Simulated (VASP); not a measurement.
# WSe2 (P1) in VASP: further runs

WSe2 is run at these levels: PBEsol; tasks: single point.

Everything below comes from runs of VASP 6.6.1. Logs are shortened: lines on timing, memory, paths and dates and some standing lists are left out, and cuts for length are marked.

**1. The cell of the first run**

The typed cell holds 6 atoms: a = 3.271 Å, b = 3.271 Å, c = 13.285 Å, α = 87.18°, β = 84.35°, γ = 60.00°.

**2. Single point, PBEsol (the part above a cut slid along it)**

File INCAR:

```
  PREC = Accurate
  ENCUT = 520
  EDIFF = 1E-6
  ISMEAR = 0
  SIGMA = 0.05
  LREAL = F
  LASPH = T
  NELM = 80
  ALGO = Normal
  ISIF = 2
  LWAVE = F
  LCHARG = F
  GGA = PS
  NBANDS = 35
```

File KPOINTS:

```
regular mesh
0
Gamma
  9 9 2
```

File POSCAR:

```
WSe2
1.0
   -3.2711504052      0.0000000000      0.0000000000
   -1.6355752026     -2.8328993505      0.0000000000
   -1.3084601621      0.0000000000     13.2206689562
W Se
2 4
Direct
    0.1080133333      0.3333333333      0.5633000000
    0.6413466667      0.6666666667      0.0633000000
   -0.0413411391      0.3333333333      0.9366861811
    0.4919921942      0.6666666667      0.4366861811
    0.2573678058      0.3333333333      0.1899138189
    0.3907011391      0.6666666667      0.6899138189
```

Potentials or basis: VASP PAW PBE potentials, release 64 (W_sv, Se).

Started as:

```sh
cat potpaw_PBE.64/W_sv/POTCAR potpaw_PBE.64/Se/POTCAR > POTCAR
mpirun -np 1 vasp_std > vasp.out
```

OUTCAR:

```text
PREC = Accurate
   ENCUT = 520
   EDIFF = 1E-6
   ISMEAR = 0
   LREAL = F
   LASPH = T
   NELM = 80
   ISIF = 2
   GGA = PS

 ion  position               nearest neighbor table
   1  0.108  0.333  0.563-   4 2.52   6 2.52   6 2.52   4 2.52   4 2.52   6 2.52
   2  0.641  0.667  0.063-   3 1.95   5 2.52   5 2.52   5 2.52   3 2.84
   3  0.959  0.333  0.937-   2 1.95   2 2.84
   4  0.492  0.667  0.437-   1 2.52   1 2.52   1 2.52
   5  0.257  0.333  0.190-   2 2.52   2 2.52   2 2.52
   6  0.391  0.667  0.690-   1 2.52   1 2.52   1 2.52

  LATTYP: Found a base centered monoclinic cell.
 ALAT       =     3.2711504052
 B/A-ratio  =     1.7320508076
 C/A-ratio  =     4.0613420958
 COS(beta)  =    -0.0984896102

  Lattice vectors:

 A1 = (   1.6355752026,  -2.8328993505,   0.0000000000)
 A2 = (   1.6355752026,   2.8328993505,   0.0000000000)
 A3 = (  -1.3084601621,   0.0000000000,  13.2206689562)

Analysis of symmetry for initial positions (statically):
=====================================================================
 Subroutine PRICEL returns:
 Original cell was already a primitive cell.

 Routine SETGRP: Setting up the symmetry group for a
 base centered monoclinic supercell.

 Subroutine GETGRP returns: Found  1 space group operations
 (whereof  1 operations were pure point group operations)
 out of a pool of  4 trial point group operations.

The static configuration has the point symmetry C_1 .

Analysis of symmetry for dynamics (positions and initial velocities):
=====================================================================
 Subroutine PRICEL returns:
 Original cell was already a primitive cell.

 Routine SETGRP: Setting up the symmetry group for a
 base centered monoclinic supercell.

 Subroutine GETGRP returns: Found  1 space group operations
 (whereof  1 operations were pure point group operations)
 out of a pool of  4 trial point group operations.

The dynamic configuration has the point symmetry C_1 .

 Subroutine INISYM returns: Found  1 space group operations
 (whereof  1 operations are pure point group operations),
 and found     1 'primitive' translations

----------------------------------------------------------------------------------------

                                     Primitive cell

  volume of cell :     122.5138

  direct lattice vectors                    reciprocal lattice vectors
    -3.271150405  0.000000000  0.000000000    -0.305702849  0.176497622 -0.030255655
    -1.635575203 -2.832899350  0.000000000     0.000000000 -0.352995245  0.000000000
    -1.308460162  0.000000000 13.220668956     0.000000000  0.000000000  0.075639138

  length of vectors
     3.271150405  3.271150405 13.285260842     0.354289497  0.352995245  0.075639138

  position of ions in fractional coordinates (direct lattice)
     0.108013333  0.333333333  0.563300000
     0.641346667  0.666666667  0.063300000
     0.958658861  0.333333333  0.936686181
     0.491992194  0.666666667  0.436686181
     0.257367806  0.333333333  0.189913819
     0.390701139  0.666666667  0.689913819

  ion indices of the primitive-cell ions
   primitive index   ion index
                 1           1
                 2           2
                 3           3
                 4           4
                 5           5
                 6           6

----------------------------------------------------------------------------------------

 KPOINTS: regular mesh

Automatic generation of k-mesh.
 Grid dimensions read from file:
 generate k-points for:    9    9    2

 Generating k-lattice:

  Cartesian coordinates                     Fractional coordinates (reciprocal lattice)
    -0.033966983  0.019610847 -0.003361739     0.111111111 -0.000000000 -0.000000000
     0.000000000 -0.039221694  0.000000000     0.000000000  0.111111111  0.000000000
     0.000000000  0.000000000  0.037819569     0.000000000  0.000000000  0.500000000

  Length of vectors
     0.039365500  0.039221694  0.037819569

  Shift w.r.t. Gamma in fractional coordinates (k-lattice)
     0.000000000  0.000000000  0.000000000

 Subroutine IBZKPT returns following result:
 ===========================================

 Found     82 irreducible k-points:

 Following reciprocal coordinates:
            Coordinates               Weight
  0.000000  0.000000  0.000000      1.000000
  0.111111 -0.000000  0.000000      2.000000
 -0.111111 -0.111111 -0.000000      2.000000
  0.222222 -0.000000  0.000000      2.000000
 -0.222222 -0.222222  0.000000      2.000000
  0.333333 -0.000000 -0.000000      2.000000
[... 16 lines left out ...]
  0.111111  0.222222  0.000000      2.000000
  0.000000  0.222222  0.000000      2.000000
 [... further k-points ...]
   k-points           NKPTS =     82   k-points in BZ     NKDIM =     82   number of bands    NBANDS=     35
   number of dos      NEDOS =    301   number of ions     NIONS =      6
   total plane-waves  NPLWV =  57600
   dimension x,y,z NGX =    24 NGY =   24 NGZ =  100
   dimension x,y,z NGXF=    48 NGYF=   48 NGZF=  200
   ions per type =               2   4
   NGX,Y,Z   is equivalent  to a cutoff of  12.20, 12.20, 12.51 a.u.
   NGXF,Y,Z  is equivalent  to a cutoff of  24.39, 24.39, 25.03 a.u.
 SYSTEM =  unknown system
   PREC   = accura    normal or accurate (medium, high low for compatibility)
   ISTART =      0    job   : 0-new  1-cont  2-samecut
   ICHARG =      2    charge: 1-file 2-atom 10-const
   ISPIN  =      1    spin polarized calculation?
   LNONCOLLINEAR =      F non collinear calculations
   LSORBIT =      F    spin-orbit coupling
   LASPH  =      T    aspherical Exc in radial PAW
   ENCUT  =  520.0 eV  38.22 Ry    6.18 a.u.   6.08  6.08 24.70*2*pi/ulx,y,z
   NELM   =     80;   NELMIN=  2; NELMDL= -5     # of ELM steps
   EDIFF  = 0.1E-05   stopping-criterion for ELM
   LREAL  =      F    real-space projection
   EDIFFG = 0.1E-04   stopping-criterion for IOM
   NSW    =      0    number of steps for IOM
   IBRION =     -1    ionic relax: 0-MD 1-quasi-New 2-CG
   NFREE  =      0    steps in history (QN), initial steepest desc. (CG)
   ISIF   =      2    stress and relaxation
   ISYM   =      2    0-nonsym 1-usesym 2-fastsym
   POTIM  = 0.5000    time-step for ionic-motion
   TEBEG  =    0.0;   TEEND  =   0.0 temperature during run
   PSTRESS=    0.0 pullay stress
   NELECT =      52.0000    total number of electrons
   NUPDOWN=      -1.0000    fix difference up-down
   EMIN   =  10.00;   EMAX   =-10.00  energy-range for DOS
   EFERMI =   0.00;   METHOD = LEGACY
   ISMEAR =     0;   SIGMA  =   0.05  broadening in eV -4-tet -1-fermi 0-gaus
   EFERMI_NEDOS =   21; number of points for ismear=-14 and -15
   IALGO  =     38    algorithm
   IMIX   =      4    mixing-type and parameters
     AMIX     =   0.40;   BMIX     =  1.00
     AMIX_MAG =   1.60;   BMIX_MAG =  1.00
  volume/ion in A,a.u.               =      20.42       137.79
  Fermi-wavevector in a.u.,A,eV,Ry     =   1.230309  2.324947 20.594602  1.513661
  Thomas-Fermi vector in A             =   2.365163
   LORBIT       =      0    0 simple, 1 ext, 2 COOP (PROOUT), +10 PAW based schemes
   GGA     = PS    functional components
   LHFCALC =     F    Hartree Fock is set to
   AEXX    =    0.0000 exact exchange contribution
   IVDW    =     0    specifies the selected vdW correction
   LEPSILON=     F    determine dielectric tensor
   LRPA    =     F    only Hartree local field effects (RPA)
 non-spin polarized calculation
 Gauss-broadening in eV      SIGMA  =   0.05
  energy-cutoff  :      520.00
  volume of cell :      122.51
 maximum number of plane-waves:      3338
   NGX = 13   NGY = 13   NGZ = 49

 number of electron      52.0000001 magnetization

 Free energy of the ion-electron system (eV)
  ---------------------------------------------------
  ext. energy  EPLUGINS =         0.00000000
  ---------------------------------------------------
  free energy    TOTEN  =       -42.01355149 eV

  energy without entropy =      -42.01181691  energy(sigma->0) =      -42.01268420

 E-fermi :   6.7382     XC(G=0): -10.8135

 val. band max:        6.7364079826   @ k =  -0.3333  -0.3333   0.5000
 cond. band min:       6.7395055143   @ k =  -0.4444  -0.4444   0.0000
 fundamental gap:      0.0030975317
 Fermi energy:         6.7381515625

 k-point     1 :       0.0000    0.0000    0.0000
  band No.  band energies     occupation
      1     -68.2120      2.00000
      2     -67.9052      2.00000
      3     -32.8666      2.00000
      4     -32.4790      2.00000
      5     -32.3283      2.00000
      6     -32.3265      2.00000
[... 27 lines left out ...]
     34       9.3754      0.00000
     35      10.8268      0.00000

 k-point     2 :       0.1111   -0.0000    0.0000
  band No.  band energies     occupation
      1     -68.2107      2.00000
      2     -67.9039      2.00000
      3     -32.8676      2.00000
      4     -32.4733      2.00000
      5     -32.3579      2.00000
      6     -32.3336      2.00000
[... 27 lines left out ...]
     34       9.3188      0.00000
     35      11.7071      0.00000

 k-point     3 :      -0.1111   -0.1111   -0.0000
  band No.  band energies     occupation
      1     -68.2107      2.00000
      2     -67.9040      2.00000
      3     -32.8650      2.00000
      4     -32.4733      2.00000
      5     -32.3563      2.00000
      6     -32.3352      2.00000
[... 27 lines left out ...]
     34       9.2675      0.00000
     35      11.7122      0.00000
[... 723 lines left out ...]
 k-point    23 :       0.1111    0.2222    0.0000
  band No.  band energies     occupation
      1     -68.2084      2.00000
      2     -67.9016      2.00000
      3     -32.8693      2.00000
      4     -32.4633      2.00000
      5     -32.4058      2.00000
      6     -32.3500      2.00000
[... 27 lines left out ...]
     34       9.6658      0.00000
     35      12.6709      0.00000

 k-point    24 :       0.0000    0.2222    0.0000
  band No.  band energies     occupation
      1     -68.2074      2.00000
      2     -67.9004      2.00000
      3     -32.8801      2.00000
      4     -32.4589      2.00000
      5     -32.4316      2.00000
      6     -32.3518      2.00000
[... 27 lines left out ...]
     34       9.6675      0.00000
     35      12.5319      0.00000

 [... further k-points ...]
[... 5 lines left out ...]
  --------------------------------------------------------------------------------------
  -------------------------------------------------------------------------------------
  Total        0.3726098      9.5938475     24.4760540     -1.8418470    -14.7903777      5.2398263
  in kB        4.8728133    125.4637612    320.0861596    -24.0867971   -193.4215047     68.5239493
  external PRESSURE =     150.1409114 kB  Pullay stress =       0.0000000 kB

 VOLUME and BASIS-vectors are now :
 -----------------------------------------------------------------------------
  energy-cutoff  :      520.00
  volume of cell :      122.51
      direct lattice vectors                 reciprocal lattice vectors
    -3.271150405  0.000000000  0.000000000    -0.305702849  0.176497622 -0.030255655
    -1.635575203 -2.832899350  0.000000000     0.000000000 -0.352995245  0.000000000
    -1.308460162  0.000000000 13.220668956     0.000000000  0.000000000  0.075639138

 POSITION                                       TOTAL-FORCE (eV/Angst)
 -----------------------------------------------------------------------------------
     -1.63558     -0.94430      7.44720        -0.006736      0.007507     -0.010187
     -3.27115     -1.88860      0.83687         2.553236     -7.062147     14.083171
     -4.90673     -0.94430     12.38362        -2.815386      7.897559    -14.332911
     -3.27115     -1.88860      5.77328         0.001390      0.001913     -0.087312
     -1.63558     -0.94430      2.51079         0.277159     -0.859107      0.259704
     -3.27115     -1.88860      9.12112        -0.009663      0.014275      0.087535
 -----------------------------------------------------------------------------------
    total drift:                               -0.000088     -0.000163      0.000109

  FREE ENERGIE OF THE ION-ELECTRON SYSTEM (eV)
  ---------------------------------------------------
  free  energy   TOTEN  =       -42.0135514947 eV

  energy  without entropy=      -42.0118169126  energy(sigma->0) =      -42.01268420
```

Run time: 3.5 min. Hardware: 1 thread of Intel Xeon 8259CL, shared host; peak memory 0.42 GiB.

What came out:

- Free energy: -42.0136 eV
- Pressure: 15.0 GPa
- Largest force: 16.605 eV/Å
- Band gap on the k mesh: zero (filled and empty bands overlap)

Forces in eV/Å, atoms in the order of the input:
```
W    -0.007   0.008  -0.010
W     2.553  -7.062  14.083
Se   -2.815   7.898 -14.333
Se    0.001   0.002  -0.087
Se    0.277  -0.859   0.260
Se   -0.010   0.014   0.088
```

Levels at points of the mesh, in eV from the Fermi level:
```tsv
k point	band 24	band 25	band 26	band 27	band 28	band 29
(0.00, 0.00, 0.00)	-1.67	-1.35	-0.64	1.02	1.53	2.03
(0.00, 0.00, 0.50)	-2.03	-1.03	-0.67	1.01	1.55	2.03
```

Caveat: the cell differs from its parent crystal (the part above a cut slid along it); the stress differs along the axes, from 0 to 32 GPa; the PAW data sets were made with another functional, which shifts forces and pressure a little; spin-orbit coupling is left out, which moves the levels of the heavy elements.

**3. Single point, PBEsol (the part above a cut slid along it)**

File INCAR:

```
ALGO     = Normal         # electronic algorithm
EDIFF    = 1E-6           # SCF threshold, eV
ENCUT    = 520            # plane-wave cutoff, eV
GGA      = PS             # functional
ISIF     = 2              # what is computed and relaxed
ISMEAR   = 0              # smearing method
LASPH    = True           # aspherical terms in the spheres
LCHARG   = False          # write CHGCAR
LREAL    = False          # projectors in reciprocal space
LWAVE    = False          # write WAVECAR
NBANDS   = 35             # bands
NELM     = 100            # most SCF steps
PREC     = Accurate       # precision mode
SIGMA    = 0.05           # smearing width, eV
```

File KPOINTS:

```
k-points
0
Gamma
  9 9 2
```

File POSCAR:

```
WSe2
1.0
   -3.2711504052      0.0000000000      0.0000000000
   -1.6355752026     -2.8328993505      0.0000000000
   -0.6542300810      0.0000000000     13.2206689562
W Se
2 4
Direct
    0.2206733333      0.3333333333      0.5633000000
    0.6540066667      0.6666666667      0.0633000000
    0.1459960971      0.3333333333      0.9366861811
    0.5793294304      0.6666666667      0.4366861811
    0.2953505696      0.3333333333      0.1899138189
    0.5286839029      0.6666666667      0.6899138189
```

Potentials or basis: VASP PAW PBE potentials, release 64 (W_sv, Se).

Started as:

```sh
cat potpaw_PBE.64/W_sv/POTCAR potpaw_PBE.64/Se/POTCAR > POTCAR
mpirun -np 1 vasp_std > vasp.out
```

Run time: 3.2 min. Hardware: 1 thread of Intel Xeon 8259CL, shared host; peak memory 0.42 GiB.

Results (log left out):

| Property | Result |
| --- | --- |
| Free energy | -44.7385 eV |
| Pressure | 5.7 GPa |
| Largest force | 7.264 eV/Å |
| Band gap on the k mesh | 0.39 eV (least direct gap 0.88 eV) |

Forces on the atoms (eV/Å):
```
W   -0.012 -0.001  0.001
W    4.989 -2.039  4.540
Se  -4.902  2.457 -4.765
Se  -0.001  0.002 -0.069
Se  -0.056 -0.424  0.216
Se  -0.018  0.004  0.076
```

Stress tensor (GPa, compression positive):
```
 2.23 -3.10 10.76
-3.10  3.86 -6.34
10.76 -6.34 11.11
```

Levels at points of the mesh, in eV from the valence-band top:
```csv
k point,band 24,band 25,band 26,band 27,band 28,band 29
"(0.00, 0.00, 0.00)",-1.30,-0.54,-0.34,0.57,1.84,2.45
"(0.00, 0.00, 0.50)",-0.75,-0.73,-0.32,0.57,1.85,2.45
```

Caveat: the cell differs from its parent crystal (the part above a cut slid along it); the stress differs along the axes, from 2 to 11 GPa; the PAW data sets were made with another functional, which shifts forces and pressure a little; spin-orbit coupling is left out, which moves the levels of the heavy elements. A k mesh can miss the band edges.
